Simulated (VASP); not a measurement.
# TiAl3 (P1) in VASP: single point with PBEsol

Aim: the single point of TiAl3 with PBEsol.

Program: VASP 6.6.1. These are calculated values, not measurements. Logs are shortened: lines on timing, memory, paths and dates and some standing lists are left out, and cuts for length are marked.

### Step 1. The cell of the first run

The typed cell holds 4 atoms: a = 3.948 Å, b = 3.948 Å, c = 3.948 Å, α = 90.00°, β = 90.00°, γ = 90.00°.

### Step 2. Single point, PBEsol (atoms moved at random)

The input, INCAR:

```
PREC     = Accurate       # precision mode
ENCUT    = 520            # plane-wave cutoff, eV
EDIFF    = 1E-7           # SCF threshold, eV
ISMEAR   = 0              # smearing method
SIGMA    = 0.15           # smearing width, eV
LREAL    = False          # projectors in reciprocal space
LASPH    = True           # aspherical terms in the spheres
NELM     = 60             # most SCF steps
ALGO     = Fast           # electronic algorithm
ISIF     = 2              # what is computed and relaxed
LWAVE    = False          # write WAVECAR
LCHARG   = False          # write CHGCAR
GGA      = PS             # functional
NBANDS   = 18             # bands
```

The input, KPOINTS:

```
Automatic mesh
0
Gamma
  12 12 12
```

The input, POSCAR:

```
TiAl3
1.0
    3.9483448101      0.0000000000      0.0000000000
    0.0000000000      3.9483448101      0.0000000000
    0.0000000000      0.0000000000      3.9483448101
Ti Al
1 3
Direct
   -0.0109952631     -0.0038469353     -0.0060327477
    0.5451888481      0.5009906447     -0.0052270803
    0.4890836830      0.0197851906      0.5341515961
   -0.0232772681      0.4830711000      0.4771082319
```

Potentials or basis: VASP PAW PBE potentials, release 64 (Ti_sv, Al).

The run is started by

```console
$ cat potpaw_PBE.64/Ti_sv/POTCAR potpaw_PBE.64/Al/POTCAR > POTCAR
$ mpirun -np 1 vasp_std > vasp.out
```

OUTCAR:

```text
PREC = Accurate
   ENCUT = 520
   EDIFF = 1E-7
   ISMEAR = 0
   LREAL = False
   LASPH = True
   NELM = 60
   ISIF = 2
   GGA = PS

 ion  position               nearest neighbor table
   1  0.989  0.996  0.994-   2 2.63   2 2.65   3 2.68   3 2.68   4 2.71   4 2.78   4 2.80   4 2.88
                             3 2.91   3 2.91   2 2.94   2 2.97
   2  0.545  0.501  0.995-   4 2.56   1 2.63   3 2.64   1 2.65   4 2.66   3 2.75   3 2.86   1 2.94
                             4 2.94   3 2.96   1 2.97   4 3.04
   3  0.489  0.020  0.534-   2 2.64   4 2.67   1 2.68   1 2.68   4 2.74   2 2.75   2 2.86   4 2.87
                             1 2.91   1 2.91   4 2.94   2 2.96
   4  0.977  0.483  0.477-   2 2.56   2 2.66   3 2.67   1 2.71   3 2.74   1 2.78   1 2.80   3 2.87
                             1 2.88   3 2.94   2 2.94   2 3.04

  LATTYP: Found a simple cubic cell.
 ALAT       =     3.9483448101

  Lattice vectors:

 A1 = (   3.9483448101,   0.0000000000,   0.0000000000)
 A2 = (   0.0000000000,   3.9483448101,   0.0000000000)
 A3 = (   0.0000000000,   0.0000000000,   3.9483448101)

Analysis of symmetry for initial positions (statically):
=====================================================================
 Subroutine PRICEL returns:
 Original cell was already a primitive cell.

 Routine SETGRP: Setting up the symmetry group for a
 simple cubic supercell.

 Subroutine GETGRP returns: Found  1 space group operations
 (whereof  1 operations were pure point group operations)
 out of a pool of 48 trial point group operations.

The static configuration has the point symmetry C_1 .

Analysis of symmetry for dynamics (positions and initial velocities):
=====================================================================
 Subroutine PRICEL returns:
 Original cell was already a primitive cell.

 Routine SETGRP: Setting up the symmetry group for a
 simple cubic supercell.

 Subroutine GETGRP returns: Found  1 space group operations
 (whereof  1 operations were pure point group operations)
 out of a pool of 48 trial point group operations.

The dynamic configuration has the point symmetry C_1 .

 Subroutine INISYM returns: Found  1 space group operations
 (whereof  1 operations are pure point group operations),
 and found     1 'primitive' translations

----------------------------------------------------------------------------------------

                                     Primitive cell

  volume of cell :      61.5524

  direct lattice vectors                    reciprocal lattice vectors
     3.948344810  0.000000000  0.000000000     0.253270686  0.000000000  0.000000000
     0.000000000  3.948344810  0.000000000     0.000000000  0.253270686  0.000000000
     0.000000000  0.000000000  3.948344810     0.000000000  0.000000000  0.253270686

  length of vectors
     3.948344810  3.948344810  3.948344810     0.253270686  0.253270686  0.253270686

  position of ions in fractional coordinates (direct lattice)
     0.989004737  0.996153065  0.993967252
     0.545188848  0.500990645  0.994772920
     0.489083683  0.019785191  0.534151596
     0.976722732  0.483071100  0.477108232

  ion indices of the primitive-cell ions
   primitive index   ion index
                 1           1
                 2           2
                 3           3
                 4           4

----------------------------------------------------------------------------------------

 KPOINTS: Automatic mesh

Automatic generation of k-mesh.
 Grid dimensions read from file:
 generate k-points for:   12   12   12

 Generating k-lattice:

  Cartesian coordinates                     Fractional coordinates (reciprocal lattice)
     0.021105891  0.000000000  0.000000000     0.083333333  0.000000000  0.000000000
     0.000000000  0.021105891  0.000000000     0.000000000  0.083333333  0.000000000
     0.000000000  0.000000000  0.021105891     0.000000000  0.000000000  0.083333333

  Length of vectors
     0.021105891  0.021105891  0.021105891

  Shift w.r.t. Gamma in fractional coordinates (k-lattice)
     0.000000000  0.000000000  0.000000000

 Subroutine IBZKPT returns following result:
 ===========================================

 Found    868 irreducible k-points:

 Following reciprocal coordinates:
            Coordinates               Weight
  0.000000  0.000000  0.000000      1.000000
  0.083333  0.000000  0.000000      2.000000
  0.000000  0.083333  0.000000      2.000000
  0.000000  0.000000  0.083333      2.000000
  0.166667  0.000000  0.000000      2.000000
  0.000000  0.166667  0.000000      2.000000
[... 16 lines left out ...]
 -0.083333  0.083333  0.000000      2.000000
 -0.083333  0.000000  0.083333      2.000000
 [... further k-points ...]
   k-points           NKPTS =    868   k-points in BZ     NKDIM =    868   number of bands    NBANDS=     18
   number of dos      NEDOS =    301   number of ions     NIONS =      4
   total plane-waves  NPLWV =  27000
   dimension x,y,z NGX =    30 NGY =   30 NGZ =   30
   dimension x,y,z NGXF=    60 NGYF=   60 NGZF=   60
   ions per type =               1   3
   NGX,Y,Z   is equivalent  to a cutoff of  12.63, 12.63, 12.63 a.u.
   NGXF,Y,Z  is equivalent  to a cutoff of  25.26, 25.26, 25.26 a.u.
 SYSTEM =  unknown system
   PREC   = accura    normal or accurate (medium, high low for compatibility)
   ISTART =      0    job   : 0-new  1-cont  2-samecut
   ICHARG =      2    charge: 1-file 2-atom 10-const
   ISPIN  =      1    spin polarized calculation?
   LNONCOLLINEAR =      F non collinear calculations
   LSORBIT =      F    spin-orbit coupling
   LASPH  =      T    aspherical Exc in radial PAW
   ENCUT  =  520.0 eV  38.22 Ry    6.18 a.u.   7.34  7.34  7.34*2*pi/ulx,y,z
   NELM   =     60;   NELMIN=  2; NELMDL= -5     # of ELM steps
   EDIFF  = 0.1E-06   stopping-criterion for ELM
   LREAL  =      F    real-space projection
   EDIFFG = 0.1E-05   stopping-criterion for IOM
   NSW    =      0    number of steps for IOM
   IBRION =     -1    ionic relax: 0-MD 1-quasi-New 2-CG
   NFREE  =      0    steps in history (QN), initial steepest desc. (CG)
   ISIF   =      2    stress and relaxation
   ISYM   =      2    0-nonsym 1-usesym 2-fastsym
   POTIM  = 0.5000    time-step for ionic-motion
   TEBEG  =    0.0;   TEEND  =   0.0 temperature during run
   PSTRESS=    0.0 pullay stress
   NELECT =      21.0000    total number of electrons
   NUPDOWN=      -1.0000    fix difference up-down
   EMIN   =  10.00;   EMAX   =-10.00  energy-range for DOS
   EFERMI =   0.00;   METHOD = LEGACY
   ISMEAR =     0;   SIGMA  =   0.15  broadening in eV -4-tet -1-fermi 0-gaus
   EFERMI_NEDOS =   21; number of points for ismear=-14 and -15
   IALGO  =     68    algorithm
   IMIX   =      4    mixing-type and parameters
     AMIX     =   0.40;   BMIX     =  1.00
     AMIX_MAG =   1.60;   BMIX_MAG =  1.00
  volume/ion in A,a.u.               =      15.39       103.84
  Fermi-wavevector in a.u.,A,eV,Ry     =   1.143930  2.161715 17.804261  1.308576
  Thomas-Fermi vector in A             =   2.280624
   LORBIT       =      0    0 simple, 1 ext, 2 COOP (PROOUT), +10 PAW based schemes
   GGA     = PS    functional components
   LHFCALC =     F    Hartree Fock is set to
   AEXX    =    0.0000 exact exchange contribution
   IVDW    =     0    specifies the selected vdW correction
   LEPSILON=     F    determine dielectric tensor
   LRPA    =     F    only Hartree local field effects (RPA)
 non-spin polarized calculation
 RMM-DIIS sequential band-by-band and
 Gauss-broadening in eV      SIGMA  =   0.15
  energy-cutoff  :      520.00
  volume of cell :       61.55
 maximum number of plane-waves:      1683
 NGX is ok and might be reduce to    30
   NGX = 15   NGY = 15   NGZ = 15

 number of electron      21.0000003 magnetization

 Free energy of the ion-electron system (eV)
  ---------------------------------------------------
  ext. energy  EPLUGINS =         0.00000000
  ---------------------------------------------------
  free energy    TOTEN  =       -21.73062230 eV

  energy without entropy =      -21.70328426  energy(sigma->0) =      -21.71695328

 E-fermi :   9.0833     XC(G=0): -10.9242

 val. band max:        9.0812679551   @ k =   0.0000   0.2500   0.4167
 cond. band min:       9.0840912460   @ k =  -0.0833   0.5000   0.0000
 fundamental gap:      0.0028232908
 Fermi energy:         9.0832906657

 k-point     1 :       0.0000    0.0000    0.0000
  band No.  band energies     occupation
      1     -47.5875      2.00000
      2     -24.0083      2.00000
      3     -24.0017      2.00000
      4     -23.9966      2.00000
      5      -1.7720      2.00000
      6       5.8011      2.00000
[... 10 lines left out ...]
     17      14.8158      0.00000
     18      14.8784      0.00000

 k-point     2 :       0.0833    0.0000    0.0000
  band No.  band energies     occupation
      1     -47.5875      2.00000
      2     -24.0091      2.00000
      3     -24.0017      2.00000
      4     -23.9972      2.00000
      5      -1.7048      2.00000
      6       5.3437      2.00000
[... 10 lines left out ...]
     17      14.6846      0.00000
     18      14.7697      0.00000

 k-point     3 :       0.0000    0.0833    0.0000
  band No.  band energies     occupation
      1     -47.5875      2.00000
      2     -24.0087      2.00000
      3     -24.0023      2.00000
      4     -23.9971      2.00000
      5      -1.7045      2.00000
      6       5.3356      2.00000
[... 10 lines left out ...]
     17      14.6820      0.00000
     18      14.8958      0.00000

 k-point     4 :       0.0000    0.0000    0.0833
  band No.  band energies     occupation
      1     -47.5875      2.00000
      2     -24.0087      2.00000
      3     -24.0025      2.00000
      4     -23.9967      2.00000
      5      -1.7043      2.00000
      6       5.3560      2.00000
[... 375 lines left out ...]
      4     -23.9973      2.00000
      5      -1.6372      2.00000
      6       5.2248      2.00000
[... 10 lines left out ...]
     17      14.4680      0.00000
     18      14.7523      0.00000

 k-point    23 :      -0.0833    0.0833    0.0000
  band No.  band energies     occupation
      1     -47.5874      2.00000
      2     -24.0094      2.00000
      3     -24.0022      2.00000
      4     -23.9976      2.00000
      5      -1.6374      2.00000
      6       5.2261      2.00000
[... 10 lines left out ...]
     17      14.6051      0.00000
     18      14.7679      0.00000

 k-point    24 :      -0.0833    0.0000    0.0833
  band No.  band energies     occupation
      1     -47.5874      2.00000
      2     -24.0093      2.00000
      3     -24.0025      2.00000
      4     -23.9973      2.00000
      5      -1.6372      2.00000
      6       5.3148      2.00000
[... 10 lines left out ...]
     17      14.5768      0.00000
     18      14.7293      0.00000

 [... further k-points ...]
[... 5 lines left out ...]
  --------------------------------------------------------------------------------------
  -------------------------------------------------------------------------------------
  Total        1.1813962      0.9774787      1.0592474      0.2839010      0.2117739      0.3098467
  in kB       30.7511189     25.4432542     27.5716521      7.3897936      5.5123637      8.0651468
  external PRESSURE =      27.9220084 kB  Pullay stress =       0.0000000 kB

 VOLUME and BASIS-vectors are now :
 -----------------------------------------------------------------------------
  energy-cutoff  :      520.00
  volume of cell :       61.55
      direct lattice vectors                 reciprocal lattice vectors
     3.948344810  0.000000000  0.000000000     0.253270686  0.000000000  0.000000000
     0.000000000  3.948344810  0.000000000     0.000000000  0.253270686  0.000000000
     0.000000000  0.000000000  3.948344810     0.000000000  0.000000000  0.253270686

 POSITION                                       TOTAL-FORCE (eV/Angst)
 -----------------------------------------------------------------------------------
      3.90493      3.93316      3.92453         0.853281     -0.037063      0.373906
      2.15259      1.97808      3.92771        -1.800481      0.139922      0.159094
      1.93107      0.07812      2.10901        -0.090953     -0.742854     -1.168960
      3.85644      1.90733      1.88379         1.038153      0.639995      0.635959
 -----------------------------------------------------------------------------------
    total drift:                                0.001101     -0.000353      0.000193

  FREE ENERGIE OF THE ION-ELECTRON SYSTEM (eV)
  ---------------------------------------------------
  free  energy   TOTEN  =       -21.7306222972 eV

  energy  without entropy=      -21.7032842633  energy(sigma->0) =      -21.71695328
```

Wall time 20 min (1 thread of AMD EPYC 9R45 (Zen 5), shared host); peak memory 0.86 GiB.

Results:

```yaml
Free_energy: -21.7306 eV
Pressure: 2.8 GPa
Largest_force: 1.813 eV/Å
```

Forces in eV/Å, atoms in the order of the input:
```
Ti   0.853 -0.037  0.374
Al  -1.800  0.140  0.159
Al  -0.091 -0.743 -1.169
Al   1.038  0.640  0.636
```

Caveat: the cell differs from its parent crystal (atoms moved at random); the PAW data sets were made with another functional, which shifts forces and pressure a little.
